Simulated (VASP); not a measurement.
# Ga3Sb (I4/mmm) in VASP: notebook, part 2 of 3

VASP 6.6.1. The steps go on from the part before.

## Step 3: Single point, PBE

This run uses another cell than the first one, of 22.05 Å³/atom.

Contents of INCAR:

```
SYSTEM = Ga3Sb
PREC     = Accurate       ! precision mode
ENCUT    = 520            ! plane-wave cutoff, eV
EDIFF    = 1E-6           ! SCF threshold, eV
ISMEAR   = 0              ! smearing method
SIGMA    = 0.15           ! smearing width, eV
LREAL    = .False.        ! projectors in reciprocal space
LASPH    = .True.         ! aspherical terms in the spheres
NELM     = 80             ! most SCF steps
ALGO     = Fast           ! electronic algorithm
ISIF     = 2              ! what is computed and relaxed
LWAVE    = .False.        ! write WAVECAR
LCHARG   = .False.        ! write CHGCAR
GGA      = PE             ! functional
NBANDS   = 30             ! bands
```

Contents of KPOINTS:

```
regular mesh
0
Gamma
  14 14 14
  0 0 0
```

Contents of POSCAR:

```
Ga3Sb
1.0
   -2.2856658250      2.2856658250      4.2203249441
    2.2856658250     -2.2856658250      4.2203249441
    2.2856658250      2.2856658250     -4.2203249441
Ga Sb
3 1
Direct
    0.7500000000      0.2500000000      0.5000000000
    0.2500000000      0.7500000000      0.5000000000
    0.5000000000      0.5000000000      0.0000000000
    0.0000000000      0.0000000000      0.0000000000
```

Potentials or basis: VASP PAW PBE potentials, release 64 (Ga_d, Sb).

Command:

```bash
$ cat potpaw_PBE.64/Ga_d/POTCAR potpaw_PBE.64/Sb/POTCAR > POTCAR
$ mpirun -np 1 vasp_std > vasp.out
```

OUTCAR:

```text
SYSTEM = Ga3Sb
   PREC = Accurate
   ENCUT = 520
   EDIFF = 1E-6
   ISMEAR = 0
   LREAL = .False.
   LASPH = .True.
   NELM = 80
   ISIF = 2
   GGA = PE

 ion  position               nearest neighbor table
   1  0.750  0.250  0.500-   4 3.11   4 3.11   4 3.11   4 3.11
   2  0.250  0.750  0.500-   4 3.11   4 3.11   4 3.11   4 3.11
   3  0.500  0.500  0.000-   4 3.23   4 3.23   4 3.23   4 3.23
   4  0.000  0.000  0.000-   1 3.11   2 3.11   1 3.11   2 3.11   1 3.11   2 3.11   1 3.11   2 3.11
                             3 3.23   3 3.23   3 3.23   3 3.23

  LATTYP: Found a body centered tetragonal cell.
 ALAT       =     4.5713316500
 C/A-ratio  =     1.8464313103

  Lattice vectors:

 A1 = (  -2.2856658250,   2.2856658250,   4.2203249441)
 A2 = (   2.2856658250,  -2.2856658250,   4.2203249441)
 A3 = (   2.2856658250,   2.2856658250,  -4.2203249441)

Analysis of symmetry for initial positions (statically):
=====================================================================
 Subroutine PRICEL returns:
 Original cell was already a primitive cell.

 Routine SETGRP: Setting up the symmetry group for a
 body centered tetragonal supercell.

 Subroutine GETGRP returns: Found 16 space group operations
 (whereof 16 operations were pure point group operations)
 out of a pool of 16 trial point group operations.

The static configuration has the point symmetry D_4h.

Analysis of symmetry for dynamics (positions and initial velocities):
=====================================================================
 Subroutine PRICEL returns:
 Original cell was already a primitive cell.

 Routine SETGRP: Setting up the symmetry group for a
 body centered tetragonal supercell.

 Subroutine GETGRP returns: Found 16 space group operations
 (whereof 16 operations were pure point group operations)
 out of a pool of 16 trial point group operations.

[... 121 lines left out ...]
   IALGO  =     68    algorithm
   IMIX   =      4    mixing-type and parameters
     AMIX     =   0.40;   BMIX     =  1.00
     AMIX_MAG =   1.60;   BMIX_MAG =  1.00
  volume/ion in A,a.u.               =      22.05       148.79
  Fermi-wavevector in a.u.,A,eV,Ry     =   1.298420  2.453658 22.937995  1.685895
  Thomas-Fermi vector in A             =   2.429750
   LORBIT       =      0    0 simple, 1 ext, 2 COOP (PROOUT), +10 PAW based schemes
   GGA     = PE    functional components
   LHFCALC =     F    Hartree Fock is set to
   AEXX    =    0.0000 exact exchange contribution
   IVDW    =     0    specifies the selected vdW correction
   LEPSILON=     F    determine dielectric tensor
   LRPA    =     F    only Hartree local field effects (RPA)
 non-spin polarized calculation
 RMM-DIIS sequential band-by-band and
 Gauss-broadening in eV      SIGMA  =   0.15
  energy-cutoff  :      520.00
  volume of cell :       88.19
 maximum number of plane-waves:      2400
   NGX = 19   NGY = 19   NGZ = 19

 number of electron      43.9999997 magnetization

 Free energy of the ion-electron system (eV)
  ---------------------------------------------------
  ext. energy  EPLUGINS =         0.00000000
  ---------------------------------------------------
  free energy    TOTEN  =       -12.59613825 eV

  energy without entropy =      -12.58159195  energy(sigma->0) =      -12.58886510

 E-fermi :   6.0343     XC(G=0): -10.4955

 val. band max:        6.0334182417   @ k =  -0.2857   0.3571   0.2857
 cond. band min:       6.0369221669   @ k =  -0.0714   0.5000   0.0714
 fundamental gap:      0.0035039252
 Fermi energy:         6.0342714435

 k-point     1 :       0.0000    0.0000    0.0000
  band No.  band energies     occupation
      1      -8.9232      2.00000
      2      -8.8951      2.00000
      3      -8.8734      2.00000
      4      -8.8699      2.00000
      5      -8.8699      2.00000
      6      -8.8477      2.00000
[... 781 lines left out ...]
     29      11.3600      0.00000
     30      13.2652      0.00000

 [... further k-points ...]

------------------------ aborting loop because EDIFF is reached ----------------------------------------

  FORCE on cell =-STRESS in cart. coord.  units (eV):
  Direction    XX          YY          ZZ          XY          YZ          ZX
  --------------------------------------------------------------------------------------
  -------------------------------------------------------------------------------------
  Total        0.0047265      0.0047265     -0.0201958      0.0000000      0.0000000      0.0000000
  in kB        0.0858657      0.0858657     -0.3668939      0.0000000      0.0000000      0.0000000
  external PRESSURE =      -0.0650542 kB  Pullay stress =       0.0000000 kB

 VOLUME and BASIS-vectors are now :
 -----------------------------------------------------------------------------
  energy-cutoff  :      520.00
  volume of cell :       88.19
      direct lattice vectors                 reciprocal lattice vectors
    -2.285665825  2.285665825  4.220324944     0.000000000  0.218754638  0.118474290
     2.285665825 -2.285665825  4.220324944     0.218754638  0.000000000  0.118474290
     2.285665825  2.285665825 -4.220324944     0.218754638  0.218754638  0.000000000

 POSITION                                       TOTAL-FORCE (eV/Angst)
 -----------------------------------------------------------------------------------
      0.00000      2.28567      2.11016        -0.000000     -0.000000     -0.000000
      2.28567      0.00000      2.11016         0.000000      0.000000      0.000000
      0.00000      0.00000      4.22032        -0.000000      0.000000     -0.000000
      0.00000      0.00000      0.00000        -0.000000      0.000000     -0.000000
 -----------------------------------------------------------------------------------
    total drift:                               -0.000000     -0.000000      0.000000

  FREE ENERGIE OF THE ION-ELECTRON SYSTEM (eV)
  ---------------------------------------------------
  free  energy   TOTEN  =       -12.5961382458 eV

  energy  without entropy=      -12.5815919543  energy(sigma->0) =      -12.58886510
```

OSZICAR:

```text
N       E                     dE             d eps       ncg     rms          rms(c)
DAV:   1     0.299385392851E+03    0.29939E+03   -0.20757E+04 14896   0.234E+03
DAV:   2     0.241235852463E+02   -0.27526E+03   -0.26773E+03 15010   0.505E+02
DAV:   3    -0.114339352127E+02   -0.35558E+02   -0.34655E+02 16828   0.136E+02
DAV:   4    -0.126220483682E+02   -0.11881E+01   -0.11822E+01 17022   0.263E+01
DAV:   5    -0.126526997884E+02   -0.30651E-01   -0.30638E-01 19328   0.427E+00    0.244E+00
RMM:   6    -0.126085001994E+02    0.44200E-01   -0.88718E-02 19373   0.287E+00    0.137E+00
RMM:   7    -0.125967207951E+02    0.11779E-01   -0.40934E-02 19703   0.145E+00    0.175E-01
RMM:   8    -0.125960667523E+02    0.65404E-03   -0.44858E-03 20855   0.639E-01    0.812E-02
RMM:   9    -0.125961221938E+02   -0.55441E-04   -0.71417E-04 23762   0.224E-01    0.523E-02
RMM:  10    -0.125961361437E+02   -0.13950E-04   -0.11769E-04 23220   0.803E-02    0.838E-03
RMM:  11    -0.125961381160E+02   -0.19723E-05   -0.19236E-05 20858   0.372E-02    0.353E-03
RMM:  12    -0.125961382458E+02   -0.12983E-06   -0.56511E-06 15331   0.177E-02
   1 F= -.12596138E+02 E0= -.12588865E+02  d E =-.145463E-01
```

It took 15 min on 1 thread of Intel Xeon Platinum 8488C (Sapphire Rapids), shared host; peak memory 0.64 GiB.

Results:

```yaml
Free_energy: -12.5961 eV
Pressure: 0.0 GPa
Band_gap_on_the_k_mesh: zero (bands 22 and 23 overlap by 4.33 eV)
```

Caveat: spin-orbit coupling is left out, which moves the levels of the heavy elements.

(Part 2 of 3 ends here.)
